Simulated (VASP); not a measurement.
Input of a VASP 6.6.1 run:

Contents of INCAR:

```
PREC = Accurate ; ENCUT = 520
EDIFF = 1E-7 ; ISMEAR = 0
SIGMA = 0.15 ; LREAL = False
LASPH = True ; NELM = 60
ALGO = Fast ; ISIF = 2
LWAVE = False ; LCHARG = False
NBANDS = 14
```

File KPOINTS:

```
Automatic mesh
0
Gamma
  16 16 16
```

File POSCAR:

```
AlCu
1.0
    2.9975090000      0.0000000000      0.0000000000
    0.0000000000      2.9975090000      0.0000000000
    0.0000000000      0.0000000000      2.9975090000
Al Cu
1 1
Direct
    0.0000000000      0.0000000000      0.0000000000
    0.5000000000      0.5000000000      0.6042532316
```

Potentials or basis: VASP PAW LDA potentials, release 64 (Al, Cu).

Launch:

```bash
$ cat potpaw_LDA.64/Al/POTCAR potpaw_LDA.64/Cu/POTCAR > POTCAR
$ mpirun -np 1 vasp_std > vasp.out
```

Q: What does it give for the pressure?

A: -3.8 GPa.

Q: Predict the band gap on the k mesh.

A: Zero (bands 7 and 8 overlap by 4.76 eV).

Q: What does it give for the largest force?

A: 1.029 eV/Å.

Forces on the atoms (eV/Å):
```
Al   0.000  0.000  1.029
Cu   0.000  0.000 -1.029
```

Caveat: the cell differs from its parent crystal (all Cu atoms moved +0.312 Å, as atom 2 along Cartesian [0 0 1]); the cell stands under tension; forces of over 1 eV/Å act on the atoms, so gaps and moduli don't describe the material at rest.
